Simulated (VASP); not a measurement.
Runs of VASP 6.6.1 on Si. The structure is that of space group P6/mmm (No. 191), or close to it. The cells are those of the table. 

```csv
cell,gap on the mesh (eV),pressure (GPa)
"a = 2.498, b = 2.498, c = 2.494 Å, angles 90.0, 90.0, 120.0°, 1 atom",none,(a)
"a = 2.760, b = 2.760, c = 2.556 Å, angles 90.0, 90.0, 120.0°, 1 atom",none,-10.1
"a = 2.695, b = 2.695, c = 2.618 Å, angles 90.0, 90.0, 120.0°, 1 atom",none,(b)
"a = 2.498, b = 2.498, c = 2.369 Å, angles 90.0, 90.0, 120.0°, 1 atom",none,24.2
"a = 2.760, b = 2.760, c = 2.618 Å, angles 90.0, 90.0, 120.0°, 1 atom",none,-11.7
```

Alike in all rows: task single point; level r2SCAN; potentials or basis VASP PAW PBE potentials, release 64 (Si); no spin polarisation; k mesh 24 × 24 × 24; cutoff (eV) 520; smearing gaussian 0.15 eV.

Q: Fill in the values left out.

A: (a) 14.3; (b) -8.9.

Caveats: the PAW data sets were made with another functional, which shifts forces and pressure a little.

A gap of «none» marks levels without a gap at the run's occupations.
